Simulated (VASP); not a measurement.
# TaSi2 (P2) in VASP: single point with PBEsol

Aim: the single point of TaSi2 with PBEsol.

All numbers are computed with VASP 6.6.1; they aren't measurements. Logs are shortened: lines on timing, memory, paths and dates and some standing lists are left out, and cuts for length are marked.

### 1 The cell of the first run

Symmetry: P2, No. 3, monoclinic system. The conventional cell has a = 4.761 Å, b = 6.558 Å, c = 4.761 Å, α = 90.00°, β = 120.00°, γ = 90.00°. Ta (site symmetry 2) has 10 Si at 2.25 to 2.97 Å and 2 Ta at 2.96 Å within 3.0 Å. Within 3.4 Å of Ta (site symmetry 2) lie 10 Si at 2.60 to 2.81 Å and 4 Ta at 2.96 to 3.23 Å. Within 3.6 Å of Ta (site symmetry 2) lie 10 Si at 2.60 to 2.81 Å and 4 Ta at 3.23 to 3.54 Å. Within 3.4 Å of Si (site symmetry 1) lie 9 Si at 2.55 to 3.31 Å and 5 Ta at 2.60 to 2.84 Å. Within 3.0 Å of Si (site symmetry 1) lie 5 Ta at 2.25 to 2.81 Å and 5 Si at 2.55 to 2.81 Å. Si (site symmetry 1) has 9 Si at 2.55 to 3.31 Å and 5 Ta at 2.60 to 2.97 Å within 3.4 Å.

### 2 Single point, PBEsol (atom 1 (Ta) moved by +0.000 Å along [1 0 0] and -0.428 Å along [0 0 1])

Contents of INCAR:

```
PREC     = Accurate       # precision mode
ENCUT    = 520            # plane-wave cutoff, eV
EDIFF    = 1E-6           # SCF threshold, eV
ISMEAR   = 0              # smearing method
SIGMA    = 0.15           # smearing width, eV
LREAL    = F              # projectors in reciprocal space
LASPH    = T              # aspherical terms in the spheres
NELM     = 60             # most SCF steps
ALGO     = Normal         # electronic algorithm
ISIF     = 2              # what is computed and relaxed
LWAVE    = F              # write WAVECAR
LCHARG   = T              # write CHGCAR
GGA      = PS             # functional
LELF     = T              # ELF
LVHAR    = T            
NBANDS   = 38             # bands
```

Contents of KPOINTS:

```
Automatic mesh
0
Gamma
  9 9 6
```

Contents of POSCAR:

```
TaSi2
1.0
    4.7613605622      0.0000000000      0.0000000000
   -2.3806802811      4.1234592035      0.0000000000
    0.0000000000      0.0000000000      6.5581204410
Ta Si
3 6
Direct
    0.5000000000      0.0000000000     -0.0652626014
    0.5000000000      0.5000000000      0.6666666667
    0.0000000000      0.5000000000      0.3333333333
    0.1592624125      0.3185248251      0.0000000000
    0.8407375875      0.1592624125      0.6666666667
    0.6814751749      0.8407375875      0.3333333333
    0.8407375875      0.6814751749      0.0000000000
    0.1592624125      0.8407375875      0.6666666667
    0.3185248251      0.1592624125      0.3333333333
```

Potentials or basis: VASP PAW PBE potentials, release 64 (Ta_pv, Si).

The run is started by

```console
cat potpaw_PBE.64/Ta_pv/POTCAR potpaw_PBE.64/Si/POTCAR > POTCAR
mpirun -np 1 vasp_std > vasp.out
```

OUTCAR:

```text
PREC = Accurate
   ENCUT = 520
   EDIFF = 1E-6
   ISMEAR = 0
   LREAL = F
   LASPH = T
   NELM = 60
   ISIF = 2
   GGA = PS

 ion  position               nearest neighbor table
   1  0.500  0.000  0.935-   5 2.25   8 2.25   4 2.75   7 2.75   4 2.75   7 2.75   4 2.84   7 2.84
                             2 2.96   2 2.96   9 2.97   6 2.97   3 3.54   3 3.54
   2  0.500  0.500  0.667-   4 2.60   7 2.60   6 2.60   9 2.60   8 2.72   5 2.72   8 2.72   5 2.72
                             8 2.81   5 2.81   1 2.96   1 2.96   3 3.23   3 3.23
   3  0.000  0.500  0.333-   4 2.60   7 2.60   5 2.60   8 2.60   9 2.72   6 2.72   9 2.72   6 2.72
                             6 2.81   9 2.81   2 3.23   2 3.23   1 3.54   1 3.54
   4  0.159  0.319  0.000-   5 2.55   9 2.55   3 2.60   2 2.60   7 2.63   1 2.75   1 2.75   7 2.81
                             7 2.81   1 2.84
   5  0.841  0.159  0.667-   1 2.25   4 2.55   6 2.55   3 2.60   8 2.63   2 2.72   2 2.72   2 2.81
                             8 2.81   8 2.81
   6  0.681  0.841  0.333-   7 2.55   5 2.55   2 2.60   9 2.63   3 2.72   3 2.72   3 2.81   9 2.81
                             9 2.81   1 2.97
   7  0.841  0.681  0.000-   8 2.55   6 2.55   3 2.60   2 2.60   4 2.63   1 2.75   1 2.75   4 2.81
                             4 2.81   1 2.84
   8  0.159  0.841  0.667-   1 2.25   7 2.55   9 2.55   3 2.60   5 2.63   2 2.72   2 2.72   2 2.81
                             5 2.81   5 2.81
   9  0.319  0.159  0.333-   4 2.55   8 2.55   2 2.60   6 2.63   3 2.72   3 2.72   3 2.81   6 2.81
                             6 2.81   1 2.97

  LATTYP: Found a hexagonal cell.
 ALAT       =     4.7613605622
 C/A-ratio  =     1.3773627003

  Lattice vectors:

 A1 = (   4.7613605622,   0.0000000000,   0.0000000000)
 A2 = (  -2.3806802811,   4.1234592035,   0.0000000000)
 A3 = (   0.0000000000,   0.0000000000,   6.5581204410)

Analysis of symmetry for initial positions (statically):
=====================================================================
 Subroutine PRICEL returns:
 Original cell was already a primitive cell.

 Routine SETGRP: Setting up the symmetry group for a
 hexagonal supercell.

 Subroutine GETGRP returns: Found  2 space group operations
 (whereof  2 operations were pure point group operations)
 out of a pool of 24 trial point group operations.

The static configuration has the point symmetry C_2 .

Analysis of symmetry for dynamics (positions and initial velocities):
=====================================================================
 Subroutine PRICEL returns:
 Original cell was already a primitive cell.

 Routine SETGRP: Setting up the symmetry group for a
 hexagonal supercell.

 Subroutine GETGRP returns: Found  2 space group operations
 (whereof  2 operations were pure point group operations)
 out of a pool of 24 trial point group operations.

The dynamic configuration has the point symmetry C_2 .

 Subroutine INISYM returns: Found  2 space group operations
 (whereof  2 operations are pure point group operations),
 and found     1 'primitive' translations

----------------------------------------------------------------------------------------

                                     Primitive cell

  volume of cell :     128.7574

  direct lattice vectors                    reciprocal lattice vectors
     4.761360562  0.000000000  0.000000000     0.210024002  0.121257414  0.000000000
    -2.380680281  4.123459204  0.000000000     0.000000000  0.242514828  0.000000000
     0.000000000  0.000000000  6.558120441     0.000000000  0.000000000  0.152482713

  length of vectors
     4.761360562  4.761360562  6.558120441     0.242514828  0.242514828  0.152482713

  position of ions in fractional coordinates (direct lattice)
     0.500000000  0.000000000  0.934737399
     0.500000000  0.500000000  0.666666667
     0.000000000  0.500000000  0.333333333
     0.159262412  0.318524825  0.000000000
     0.840737588  0.159262412  0.666666667
     0.681475175  0.840737588  0.333333333
     0.840737588  0.681475175  0.000000000
     0.159262412  0.840737588  0.666666667
     0.318524825  0.159262412  0.333333333

  ion indices of the primitive-cell ions
   primitive index   ion index
                 1           1
                 2           2
                 3           3
                 4           4
                 5           5
                 6           6
                 7           7
                 8           8
                 9           9

----------------------------------------------------------------------------------------

 KPOINTS: Automatic mesh

Automatic generation of k-mesh.
 Grid dimensions read from file:
 generate k-points for:    9    9    6

 Generating k-lattice:

  Cartesian coordinates                     Fractional coordinates (reciprocal lattice)
     0.023336000  0.013473046  0.000000000     0.111111111  0.000000000  0.000000000
     0.000000000  0.026946092  0.000000000     0.000000000  0.111111111  0.000000000
     0.000000000  0.000000000  0.025413786     0.000000000  0.000000000  0.166666667

  Length of vectors
     0.026946092  0.026946092  0.025413786

  Shift w.r.t. Gamma in fractional coordinates (k-lattice)
     0.000000000  0.000000000  0.000000000

 Subroutine IBZKPT returns following result:
 ===========================================

 Found    164 irreducible k-points:

 Following reciprocal coordinates:
            Coordinates               Weight
  0.000000  0.000000  0.000000      1.000000
  0.111111  0.000000  0.000000      2.000000
  0.000000  0.111111  0.000000      2.000000
 -0.111111  0.111111  0.000000      2.000000
  0.222222 -0.000000  0.000000      2.000000
  0.000000  0.222222  0.000000      2.000000
[... 16 lines left out ...]
  0.333333  0.111111  0.000000      2.000000
 -0.111111  0.444444  0.000000      2.000000
 [... further k-points ...]
   k-points           NKPTS =    164   k-points in BZ     NKDIM =    164   number of bands    NBANDS=     38
   number of dos      NEDOS =    301   number of ions     NIONS =      9
   total plane-waves  NPLWV =  64800
   dimension x,y,z NGX =    36 NGY =   36 NGZ =   50
   dimension x,y,z NGXF=    72 NGYF=   72 NGZF=  100
   ions per type =               3   6
   NGX,Y,Z   is equivalent  to a cutoff of  12.57, 12.57, 12.67 a.u.
   NGXF,Y,Z  is equivalent  to a cutoff of  25.14, 25.14, 25.35 a.u.
 SYSTEM =  unknown system
   PREC   = accura    normal or accurate (medium, high low for compatibility)
   ISTART =      0    job   : 0-new  1-cont  2-samecut
   ICHARG =      2    charge: 1-file 2-atom 10-const
   ISPIN  =      1    spin polarized calculation?
   LNONCOLLINEAR =      F non collinear calculations
   LSORBIT =      F    spin-orbit coupling
   LASPH  =      T    aspherical Exc in radial PAW
   ENCUT  =  520.0 eV  38.22 Ry    6.18 a.u.   8.85  8.85 12.19*2*pi/ulx,y,z
   NELM   =     60;   NELMIN=  2; NELMDL= -5     # of ELM steps
   EDIFF  = 0.1E-05   stopping-criterion for ELM
   LREAL  =      F    real-space projection
   EDIFFG = 0.1E-04   stopping-criterion for IOM
   NSW    =      0    number of steps for IOM
   IBRION =     -1    ionic relax: 0-MD 1-quasi-New 2-CG
   NFREE  =      0    steps in history (QN), initial steepest desc. (CG)
   ISIF   =      2    stress and relaxation
   ISYM   =      2    0-nonsym 1-usesym 2-fastsym
   POTIM  = 0.5000    time-step for ionic-motion
   TEBEG  =    0.0;   TEEND  =   0.0 temperature during run
   PSTRESS=    0.0 pullay stress
   NELECT =      57.0000    total number of electrons
   NUPDOWN=      -1.0000    fix difference up-down
   EMIN   =  10.00;   EMAX   =-10.00  energy-range for DOS
   EFERMI =   0.00;   METHOD = LEGACY
   ISMEAR =     0;   SIGMA  =   0.15  broadening in eV -4-tet -1-fermi 0-gaus
   EFERMI_NEDOS =   21; number of points for ismear=-14 and -15
   IALGO  =     38    algorithm
   IMIX   =      4    mixing-type and parameters
     AMIX     =   0.40;   BMIX     =  1.00
     AMIX_MAG =   1.60;   BMIX_MAG =  1.00
  volume/ion in A,a.u.               =      14.31        96.54
  Fermi-wavevector in a.u.,A,eV,Ry     =   1.247697  2.357805 21.180833  1.556747
  Thomas-Fermi vector in A             =   2.381817
   LORBIT       =      0    0 simple, 1 ext, 2 COOP (PROOUT), +10 PAW based schemes
   GGA     = PS    functional components
   LHFCALC =     F    Hartree Fock is set to
   AEXX    =    0.0000 exact exchange contribution
   IVDW    =     0    specifies the selected vdW correction
   LEPSILON=     F    determine dielectric tensor
   LRPA    =     F    only Hartree local field effects (RPA)
 non-spin polarized calculation
 Gauss-broadening in eV      SIGMA  =   0.15
  energy-cutoff  :      520.00
  volume of cell :      128.76
 maximum number of plane-waves:      3501
   NGX = 17   NGY = 17   NGZ = 25

 number of electron      56.9999999 magnetization

 Free energy of the ion-electron system (eV)
  ---------------------------------------------------
  ext. energy  EPLUGINS =         0.00000000
  ---------------------------------------------------
  free energy    TOTEN  =       -75.47517763 eV

  energy without entropy =      -75.43711003  energy(sigma->0) =      -75.45614383

 E-fermi :   9.3455     XC(G=0): -12.1813

 val. band max:        9.3439403296   @ k =  -0.2222  -0.4444   0.5000
 cond. band min:       9.3511872508   @ k =   0.1111   0.0000   0.3333
 fundamental gap:      0.0072469211
 Fermi energy:         9.3455408392

 k-point     1 :       0.0000    0.0000    0.0000
  band No.  band energies     occupation
      1     -24.9317      2.00000
      2     -24.9170      2.00000
      3     -24.8627      2.00000
      4     -24.8521      2.00000
      5     -24.8125      2.00000
      6     -24.7395      2.00000
[... 30 lines left out ...]
     37      13.1641      0.00000
     38      13.5288      0.00000

 k-point     2 :       0.1111    0.0000    0.0000
  band No.  band energies     occupation
      1     -24.9333      2.00000
      2     -24.9194      2.00000
      3     -24.8673      2.00000
      4     -24.8464      2.00000
      5     -24.8102      2.00000
      6     -24.7420      2.00000
[... 30 lines left out ...]
     37      13.1579      0.00000
     38      13.7585      0.00000

 k-point     3 :       0.0000    0.1111    0.0000
  band No.  band energies     occupation
      1     -24.9406      2.00000
      2     -24.9202      2.00000
      3     -24.8661      2.00000
      4     -24.8446      2.00000
      5     -24.8124      2.00000
      6     -24.7399      2.00000
[... 30 lines left out ...]
     37      13.2244      0.00000
     38      13.3121      0.00000

 k-point     4 :      -0.1111    0.1111    0.0000
  band No.  band energies     occupation
      1     -24.9431      2.00000
      2     -24.9230      2.00000
      3     -24.8626      2.00000
      4     -24.8422      2.00000
      5     -24.8135      2.00000
      6     -24.7395      2.00000
[... 30 lines left out ...]
     37      13.1425      0.00000
     38      13.4829      0.00000
[... 703 lines left out ...]
      4     -24.8350      2.00000
      5     -24.7981      2.00000
      6     -24.7529      2.00000
[... 30 lines left out ...]
     37      12.9634      0.00000
     38      13.3616      0.00000

 k-point    23 :       0.3333    0.1111    0.0000
  band No.  band energies     occupation
      1     -24.9455      2.00000
      2     -24.9349      2.00000
      3     -24.8795      2.00000
      4     -24.8379      2.00000
      5     -24.7864      2.00000
      6     -24.7636      2.00000
[... 30 lines left out ...]
     37      13.1377      0.00000
     38      13.5793      0.00000

 k-point    24 :      -0.1111    0.4444    0.0000
  band No.  band energies     occupation
      1     -24.9756      2.00000
      2     -24.9552      2.00000
      3     -24.8718      2.00000
      4     -24.8242      2.00000
      5     -24.8134      2.00000
      6     -24.7355      2.00000
[... 30 lines left out ...]
     37      12.9747      0.00000
     38      13.1613      0.00000

 [... further k-points ...]

------------------------ aborting loop because EDIFF is reached ----------------------------------------

  FORCE on cell =-STRESS in cart. coord.  units (eV):
  Direction    XX          YY          ZZ          XY          YZ          ZX
  --------------------------------------------------------------------------------------
  -------------------------------------------------------------------------------------
  Total        4.1160093      1.6394681     11.1014954      3.3456604      0.0000000      0.0000000
  in kB       51.2170747     20.4005272    138.1401447     41.6313297      0.0000000      0.0000000
  external PRESSURE =      69.9192489 kB  Pullay stress =       0.0000000 kB

 VOLUME and BASIS-vectors are now :
 -----------------------------------------------------------------------------
  energy-cutoff  :      520.00
  volume of cell :      128.76
      direct lattice vectors                 reciprocal lattice vectors
     4.761360562  0.000000000  0.000000000     0.210024002  0.121257414  0.000000000
    -2.380680281  4.123459204  0.000000000     0.000000000  0.242514828  0.000000000
     0.000000000  0.000000000  6.558120441     0.000000000  0.000000000  0.152482713

 POSITION                                       TOTAL-FORCE (eV/Angst)
 -----------------------------------------------------------------------------------
      2.38068      0.00000      6.13012        -0.000000     -0.000000      9.723512
      1.19034      2.06173      4.37208        -0.000000     -0.000000     -0.841394
     -1.19034      2.06173      2.18604        -0.000000     -0.000000     -0.827196
     -0.00000      1.31342      0.00000        -0.200248     -0.046887     -0.335397
      3.62390      0.65671      4.37208         2.003917      1.280065     -3.089454
      1.24322      3.46675      2.18604        -0.494028      0.210591     -0.602609
      2.38068      2.81004      0.00000         0.200248      0.046887     -0.335397
     -1.24322      3.46675      4.37208        -2.003917     -1.280065     -3.089454
      1.13746      0.65671      2.18604         0.494028     -0.210591     -0.602609
 -----------------------------------------------------------------------------------
    total drift:                               -0.000000     -0.000000      0.000873

  FREE ENERGIE OF THE ION-ELECTRON SYSTEM (eV)
  ---------------------------------------------------
  free  energy   TOTEN  =       -75.4751776252 eV

  energy  without entropy=      -75.4371100256  energy(sigma->0) =      -75.45614383
```

It took 8.7 min on 1 thread of AMD EPYC 9R45 (Zen 5), shared host; peak memory 0.65 GiB.

Results:

```
Free energy            : -75.4752 eV
Pressure               : 7.0 GPa
Largest force          : 9.724 eV/Å
Band gap on the k mesh : zero (an odd number of electrons rules out a gap without spin polarisation)
```

Forces on the atoms (eV/Å):
```
Ta   0.000  0.000  9.724
Ta   0.000  0.000 -0.841
Ta   0.000  0.000 -0.827
Si  -0.200 -0.047 -0.335
Si   2.004  1.280 -3.089
Si  -0.494  0.211 -0.603
Si   0.200  0.047 -0.335
Si  -2.004 -1.280 -3.089
Si   0.494 -0.211 -0.603
```

Stress tensor (GPa, compression positive):
```
 5.12  4.16  0.00
 4.16  2.04  0.00
 0.00  0.00 13.81
```

Caveat: the cell differs from its parent crystal (atom 1 (Ta) moved by +0.000 Å along [1 0 0] and -0.428 Å along [0 0 1]); the stress differs along the axes, from 2 to 14 GPa; the PAW data sets were made with another functional, which shifts forces and pressure a little; spin-orbit coupling is left out, which moves the levels of the heavy elements; an odd number of electrons without spin polarisation forces a metal; a magnetic or distorted state may lie lower.
